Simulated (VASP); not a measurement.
# BAs (F-43m) in VASP: further runs

Runs on BAs. Level: PBE. Tasks: single point.

All numbers are computed with VASP 6.6.1; they aren't measurements. Logs are shortened: lines on timing, memory, paths and dates and some standing lists are left out, and cuts for length are marked.

**1. The cell of the first run**

The structure is cubic, space group F-43m (No. 216). Conventional cell: a = 4.612 Å, b = 4.612 Å, c = 4.612 Å, α = 90.00°, β = 90.00°, γ = 90.00°. B (site symmetry -43m) has 4 As at 2.00 Å within 2.6 Å. As (site symmetry -43m) has 4 B at 2.00 Å within 2.6 Å.

**2. Single point, PBE**

Contents of INCAR:

```
SYSTEM = BAs
PREC     = Accurate       ! precision mode
ENCUT    = 520            ! plane-wave cutoff, eV
EDIFF    = 1E-6           ! SCF threshold, eV
ISMEAR   = 0              ! smearing method
SIGMA    = 0.01           ! smearing width, eV
LREAL    = .FALSE.        ! projectors in reciprocal space
LASPH    = .TRUE.         ! aspherical terms in the spheres
NELM     = 100            ! most SCF steps
ALGO     = Normal         ! electronic algorithm
ISIF     = 2              ! what is computed and relaxed
LWAVE    = .FALSE.        ! write WAVECAR
LCHARG   = .TRUE.         ! write CHGCAR
GGA      = PE             ! functional
LELF     = .TRUE.         ! ELF
LVHAR    = .TRUE.       
NBANDS   = 11             ! bands
```

Contents of KPOINTS:

```
regular mesh
0
G
  8 8 8
  0 0 0
```

Contents of POSCAR:

```
BAs
1.0
    0.0000000000      2.3060713951      2.3060713951
    2.3060713951      0.0000000000      2.3060713951
    2.3060713951      2.3060713951      0.0000000000
B As
1 1
Direct
    0.0000000000      0.0000000000      0.0000000000
    0.2500000000      0.2500000000      0.2500000000
```

Potentials or basis: VASP PAW PBE potentials, release 64 (B, As).

On the command line:

```console
$ cat potpaw_PBE.64/B/POTCAR potpaw_PBE.64/As/POTCAR > POTCAR
$ mpirun -np 1 vasp_std > vasp.out
```

OUTCAR:

```text
SYSTEM = BAs
   PREC = Accurate
   ENCUT = 520
   EDIFF = 1E-6
   ISMEAR = 0
   LREAL = .FALSE.
   LASPH = .TRUE.
   NELM = 100
   ISIF = 2
   GGA = PE

 ion  position               nearest neighbor table
   1  0.000  0.000  0.000-   2 2.00   2 2.00   2 2.00   2 2.00
   2  0.250  0.250  0.250-   1 2.00   1 2.00   1 2.00   1 2.00

  LATTYP: Found a face centered cubic cell.
 ALAT       =     4.6121427902

  Lattice vectors:

 A1 = (   0.0000000000,   2.3060713951,   2.3060713951)
 A2 = (   2.3060713951,   0.0000000000,   2.3060713951)
 A3 = (   2.3060713951,   2.3060713951,   0.0000000000)

Analysis of symmetry for initial positions (statically):
=====================================================================
 Subroutine PRICEL returns:
 Original cell was already a primitive cell.

 Routine SETGRP: Setting up the symmetry group for a
 face centered cubic supercell.

 Subroutine GETGRP returns: Found 24 space group operations
 (whereof 24 operations were pure point group operations)
 out of a pool of 48 trial point group operations.

The static configuration has the point symmetry T_d .

Analysis of symmetry for dynamics (positions and initial velocities):
=====================================================================
 Subroutine PRICEL returns:
 Original cell was already a primitive cell.

 Routine SETGRP: Setting up the symmetry group for a
 face centered cubic supercell.

 Subroutine GETGRP returns: Found 24 space group operations
 (whereof 24 operations were pure point group operations)
 out of a pool of 48 trial point group operations.

The dynamic configuration has the point symmetry T_d .

 Subroutine INISYM returns: Found 24 space group operations
 (whereof 24 operations are pure point group operations),
 and found     1 'primitive' translations

----------------------------------------------------------------------------------------

                                     Primitive cell

  volume of cell :      24.5272

  direct lattice vectors                    reciprocal lattice vectors
     0.000000000  2.306071395  2.306071395    -0.216818959  0.216818959  0.216818959
     2.306071395  0.000000000  2.306071395     0.216818959 -0.216818959  0.216818959
     2.306071395  2.306071395  0.000000000     0.216818959  0.216818959 -0.216818959

  length of vectors
     3.261277443  3.261277443  3.261277443     0.375541454  0.375541454  0.375541454

  position of ions in fractional coordinates (direct lattice)
     0.000000000  0.000000000  0.000000000
     0.250000000  0.250000000  0.250000000

[... 85 lines left out ...]
   TEBEG  =    0.0;   TEEND  =   0.0 temperature during run
   PSTRESS=    0.0 pullay stress
   NELECT =       8.0000    total number of electrons
   NUPDOWN=      -1.0000    fix difference up-down
   EMIN   =  10.00;   EMAX   =-10.00  energy-range for DOS
   EFERMI =   0.00;   METHOD = LEGACY
   ISMEAR =     0;   SIGMA  =   0.01  broadening in eV -4-tet -1-fermi 0-gaus
   EFERMI_NEDOS =   21; number of points for ismear=-14 and -15
   IALGO  =     38    algorithm
   IMIX   =      4    mixing-type and parameters
     AMIX     =   0.40;   BMIX     =  1.00
     AMIX_MAG =   1.60;   BMIX_MAG =  1.00
  volume/ion in A,a.u.               =      12.26        82.76
  Fermi-wavevector in a.u.,A,eV,Ry     =   1.126909  2.129549 17.278355  1.269923
  Thomas-Fermi vector in A             =   2.263593
   LORBIT       =      0    0 simple, 1 ext, 2 COOP (PROOUT), +10 PAW based schemes
   GGA     = PE    functional components
   LHFCALC =     F    Hartree Fock is set to
   AEXX    =    0.0000 exact exchange contribution
   IVDW    =     0    specifies the selected vdW correction
   LEPSILON=     F    determine dielectric tensor
   LRPA    =     F    only Hartree local field effects (RPA)
 non-spin polarized calculation
 Gauss-broadening in eV      SIGMA  =   0.01
  energy-cutoff  :      520.00
  volume of cell :       24.53
 maximum number of plane-waves:       684
   NGX = 13   NGY = 13   NGZ = 13

 number of electron       7.9999999 magnetization

 Free energy of the ion-electron system (eV)
  ---------------------------------------------------
  ext. energy  EPLUGINS =         0.00000000
  ---------------------------------------------------
  free energy    TOTEN  =       -11.19724319 eV

  energy without entropy =      -11.19724319  energy(sigma->0) =      -11.19724319

 E-fermi :   7.3921     XC(G=0): -11.0461

 val. band max:        7.3431925715   @ k =   0.0000   0.0000   0.0000
 cond. band min:       8.4252582637   @ k =   0.3750   0.3750   0.0000
 fundamental gap:      1.0820656922
 Fermi energy:         7.3920805035

 k-point     1 :       0.0000    0.0000    0.0000
  band No.  band energies     occupation
      1      -9.0664      2.00000
      2       7.3432      2.00000
      3       7.3432      2.00000
      4       7.3432      2.00000
      5      10.7614      0.00000
      6      10.7614      0.00000
      7      10.7614      0.00000
      8      13.4052      0.00000
      9      17.4787      0.00000
     10      20.7344      0.00000
     11      20.7344      0.00000
[... 309 lines left out ...]
 k-point    24 :      -0.3750    0.2500    0.1250
  band No.  band energies     occupation
      1      -5.1481      2.00000
      2      -1.6567      2.00000
      3       2.3801      2.00000
      4       3.9027      2.00000
      5      11.4386      0.00000
      6      12.4377      0.00000
      7      15.4056      0.00000
      8      17.0058      0.00000
      9      18.2002      0.00000
     10      22.2224      0.00000
     11      23.3742      0.00000

 [... further k-points ...]

------------------------ aborting loop because EDIFF is reached ----------------------------------------

  FORCE on cell =-STRESS in cart. coord.  units (eV):
  Direction    XX          YY          ZZ          XY          YZ          ZX
  --------------------------------------------------------------------------------------
  -------------------------------------------------------------------------------------
  Total        3.4316966      3.4316966      3.4316966     -0.0000000      0.0000000     -0.0000000
  in kB      224.1667660    224.1667660    224.1667660     -0.0000000      0.0000000     -0.0000000
  external PRESSURE =     224.1667660 kB  Pullay stress =       0.0000000 kB

 VOLUME and BASIS-vectors are now :
 -----------------------------------------------------------------------------
  energy-cutoff  :      520.00
  volume of cell :       24.53
      direct lattice vectors                 reciprocal lattice vectors
     0.000000000  2.306071395  2.306071395    -0.216818959  0.216818959  0.216818959
     2.306071395  0.000000000  2.306071395     0.216818959 -0.216818959  0.216818959
     2.306071395  2.306071395  0.000000000     0.216818959  0.216818959 -0.216818959

 POSITION                                       TOTAL-FORCE (eV/Angst)
 -----------------------------------------------------------------------------------
      0.00000      0.00000      0.00000        -0.000000     -0.000000     -0.000000
      1.15304      1.15304      1.15304         0.000000      0.000000      0.000000
 -----------------------------------------------------------------------------------
    total drift:                                0.000000      0.000000      0.000000

  FREE ENERGIE OF THE ION-ELECTRON SYSTEM (eV)
  ---------------------------------------------------
  free  energy   TOTEN  =       -11.1972431871 eV

  energy  without entropy=      -11.1972431871  energy(sigma->0) =      -11.19724319
```

OSZICAR:

```text
N       E                     dE             d eps       ncg     rms          rms(c)
DAV:   1     0.142697899691E+02    0.14270E+02   -0.38979E+03   638   0.649E+02
DAV:   2    -0.113030539311E+02   -0.25573E+02   -0.23593E+02   841   0.112E+02
DAV:   3    -0.120627341761E+02   -0.75968E+00   -0.75787E+00   767   0.176E+01
DAV:   4    -0.120644152498E+02   -0.16811E-02   -0.16810E-02   715   0.965E-01
DAV:   5    -0.120644172681E+02   -0.20183E-05   -0.20183E-05   755   0.359E-02    0.573E+00
DAV:   6    -0.112946669214E+02    0.76975E+00   -0.19029E+00   680   0.598E+00    0.278E+00
DAV:   7    -0.112050358182E+02    0.89631E-01   -0.28927E-01   740   0.262E+00    0.108E+00
DAV:   8    -0.111967868028E+02    0.82490E-02   -0.22474E-02   707   0.885E-01    0.109E-01
DAV:   9    -0.111970928162E+02   -0.30601E-03   -0.71112E-04   731   0.165E-01    0.704E-02
DAV:  10    -0.111972385353E+02   -0.14572E-03   -0.18008E-04   676   0.832E-02    0.135E-02
DAV:  11    -0.111972435602E+02   -0.50249E-05   -0.46989E-06   760   0.148E-02    0.129E-02
DAV:  12    -0.111972431871E+02    0.37312E-06   -0.22156E-06   698   0.814E-03
   1 F= -.11197243E+02 E0= -.11197243E+02  d E =-.137862E-14
```

Wall time 13 s (1 thread of AMD EPYC 7R13, shared host); peak memory 0.11 GiB.

Results:

| Quantity | Value |
| --- | --- |
| Free energy | -11.1972 eV |
| Pressure | 22.4 GPa |
| Band gap on the k mesh | 1.08 eV, indirect (least direct gap 3.42 eV) |

A k mesh can miss the band edges. Expect the measured gap to be larger: semilocal functionals such as PBE lack the derivative discontinuity.

**3. Single point, PBE**

This run uses another cell than the first one, of 12.60 Å³/atom, 1.028 times its volume.

Contents of INCAR:

```
PREC = Accurate ; ENCUT = 520
EDIFF = 1E-6 ; ISMEAR = 0
SIGMA = 0.01 ; LREAL = False
LASPH = True ; NELM = 60
ALGO = Normal ; ISIF = 2
LWAVE = False ; LCHARG = False
GGA = PE ; NBANDS = 11
```

Contents of KPOINTS:

```
Automatic mesh
0
Gamma
  8 8 8
```

Contents of POSCAR:

```
BAs
1.0
    0.0000000000      2.3272291953      2.3272291953
    2.3272291953      0.0000000000      2.3272291953
    2.3272291953      2.3272291953      0.0000000000
B As
1 1
Direct
    0.0000000000      0.0000000000      0.0000000000
    0.2500000000      0.2500000000      0.2500000000
```

Potentials or basis: VASP PAW PBE potentials, release 64 (B, As).

On the command line:

```console
$ cat potpaw_PBE.64/B/POTCAR potpaw_PBE.64/As/POTCAR > POTCAR
$ mpirun -np 1 vasp_std > vasp.out
```

OUTCAR:

```text
PREC = Accurate
   ENCUT = 520
   EDIFF = 1E-6
   ISMEAR = 0
   LREAL = False
   LASPH = True
   NELM = 60
   ISIF = 2
   GGA = PE

 ion  position               nearest neighbor table
   1  0.000  0.000  0.000-   2 2.02   2 2.02   2 2.02   2 2.02
   2  0.250  0.250  0.250-   1 2.02   1 2.02   1 2.02   1 2.02

  LATTYP: Found a face centered cubic cell.
 ALAT       =     4.6544583906

  Lattice vectors:

 A1 = (   0.0000000000,   2.3272291953,   2.3272291953)
 A2 = (   2.3272291953,   0.0000000000,   2.3272291953)
[... 513 lines left out ...]
      7      14.9165      0.00000
      8      16.5156      0.00000
      9      17.7336      0.00000
     10      21.7170      0.00000
     11      22.8380      0.00000

 [... further k-points ...]
[... 5 lines left out ...]
  --------------------------------------------------------------------------------------
  -------------------------------------------------------------------------------------
  Total        2.6328340      2.6328340      2.6328340      0.0000000      0.0000000      0.0000000
  in kB      167.3349230    167.3349230    167.3349230      0.0000000      0.0000000      0.0000000
  external PRESSURE =     167.3349230 kB  Pullay stress =       0.0000000 kB

 VOLUME and BASIS-vectors are now :
 -----------------------------------------------------------------------------
  energy-cutoff  :      520.00
  volume of cell :       25.21
      direct lattice vectors                 reciprocal lattice vectors
     0.000000000  2.327229195  2.327229195    -0.214847769  0.214847769  0.214847769
     2.327229195  0.000000000  2.327229195     0.214847769 -0.214847769  0.214847769
     2.327229195  2.327229195  0.000000000     0.214847769  0.214847769 -0.214847769

 POSITION                                       TOTAL-FORCE (eV/Angst)
 -----------------------------------------------------------------------------------
      0.00000      0.00000      0.00000        -0.000000     -0.000000     -0.000000
      1.16361      1.16361      1.16361         0.000000      0.000000      0.000000
 -----------------------------------------------------------------------------------
    total drift:                                0.000000      0.000000      0.000000

  FREE ENERGIE OF THE ION-ELECTRON SYSTEM (eV)
  ---------------------------------------------------
  free  energy   TOTEN  =       -11.2804359104 eV

  energy  without entropy=      -11.2804359104  energy(sigma->0) =      -11.28043591
```

OSZICAR:

```text
N       E                     dE             d eps       ncg     rms          rms(c)
DAV:   1     0.123590755769E+02    0.12359E+02   -0.38850E+03   638   0.645E+02
DAV:   2    -0.113707746648E+02   -0.23730E+02   -0.22112E+02   838   0.107E+02
DAV:   3    -0.120825294822E+02   -0.71175E+00   -0.70989E+00   790   0.169E+01
DAV:   4    -0.120842744367E+02   -0.17450E-02   -0.17449E-02   721   0.947E-01
DAV:   5    -0.120842765208E+02   -0.20842E-05   -0.20842E-05   754   0.361E-02    0.551E+00
DAV:   6    -0.113688359908E+02    0.71544E+00   -0.18173E+00   686   0.575E+00    0.268E+00
DAV:   7    -0.112878627201E+02    0.80973E-01   -0.26186E-01   734   0.249E+00    0.105E+00
DAV:   8    -0.112799773679E+02    0.78854E-02   -0.22025E-02   707   0.866E-01    0.107E-01
DAV:   9    -0.112802817050E+02   -0.30434E-03   -0.73013E-04   731   0.164E-01    0.676E-02
DAV:  10    -0.112804308643E+02   -0.14916E-03   -0.18420E-04   659   0.838E-02    0.131E-02
DAV:  11    -0.112804361546E+02   -0.52903E-05   -0.48712E-06   776   0.150E-02    0.123E-02
DAV:  12    -0.112804359104E+02    0.24423E-06   -0.23705E-06   692   0.840E-03
   1 F= -.11280436E+02 E0= -.11280436E+02  d E =-.109448E-27
```

It took 14 s on 1 thread of AMD EPYC 7R13, shared host; peak memory 0.11 GiB.

Results:

- Free energy: -11.2804 eV
- Pressure: 16.7 GPa
- Band gap on the k mesh: 1.11 eV, indirect (least direct gap 3.38 eV)

A k mesh can miss the band edges.

**4. Single point, PBE**

This run uses another cell than the first one, of 12.94 Å³/atom, 1.056 times its volume.

Contents of INCAR:

```
SYSTEM = BAs
ALGO = Normal
EDIFF = 1E-7
ENCUT = 520
GGA = PE
ISIF = 2
ISMEAR = 0
LASPH = .True.
LCHARG = .True.
LELF = .True.
LREAL = .False.
LVHAR = .True.
LWAVE = .False.
NBANDS = 11
NELM = 80
PREC = Accurate
SIGMA = 0.01
```

Contents of KPOINTS:

```
k-points
0
Gamma
  8 8 8
  0 0 0
```

Contents of POSCAR:

```
BAs
1.0
    0.0000000000      2.3480091269      2.3480091269
    2.3480091269      0.0000000000      2.3480091269
    2.3480091269      2.3480091269      0.0000000000
B As
1 1
Direct
    0.0000000000      0.0000000000      0.0000000000
    0.2500000000      0.2500000000      0.2500000000
```

On the command line:

```console
$ cat potpaw_PBE.64/B/POTCAR potpaw_PBE.64/As/POTCAR > POTCAR
$ mpirun -np 1 vasp_std > vasp.out
```

Run time: 21 s. Hardware: 1 thread of AMD EPYC 7R13, shared host; peak memory 0.13 GiB.

The run converged. Its results:

- Free energy: -11.3409 eV
- Pressure: 11.7 GPa
- Band gap on the k mesh: 1.14 eV, indirect (least direct gap 3.34 eV)

Levels at points of the mesh, in eV from the valence-band top:
```
           k point  band 1  band 2  band 3  band 4  band 5  band 6  band 7  band 8  band 9
(0.00, 0.00, 0.00)  -15.88    0.00    0.00    0.00    3.34    3.34    3.34    5.35    9.84
(0.50, 0.00, 0.00)  -12.82   -9.18   -1.91   -1.91    3.00    4.84    4.84    8.96   13.10
(0.50, 0.50, 0.00)  -11.42   -8.82   -4.30   -4.30    1.36    1.39   11.87   11.87   13.33
```

A k mesh can miss the band edges.

[end of part 1 of 2]
